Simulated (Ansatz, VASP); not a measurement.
## Al: VASP beside Ansatz

```
Al
1.0
     0.00000    1.98350    2.02398
     1.98350    0.00000    2.02398
     1.98350    1.98350    0.00000
Al
1
Direct
  0.00000 0.00000 0.00000
```

Change from the starting cell: equal xx and yy strain of -2 %.

Alike in both runs: task single point; functional PBE; k mesh 14 × 14 × 14; occupations fermi-dirac, width 0.05 eV; no spin polarisation.

|  | VASP | Ansatz |
| --- | --- | --- |
| version | VASP 6.6.1 | Ansatz 0.2.0 |
| potentials or method | VASP PAW PBE potentials, release 64 (Al), cutoff 520 eV | all-electron LAPW, scalar-relativistic |

|  | VASP | Ansatz | Ansatz less VASP |
| --- | --- | --- | --- |
| pressure (GPa) | 2.7 | 2.8 | +0.03 |
| traceless stress, the component that is largest in VASP (GPa) | -0.81 | -0.81 | 0.000 |

Ansatz ran all-electron here, and VASP with PAW potentials.
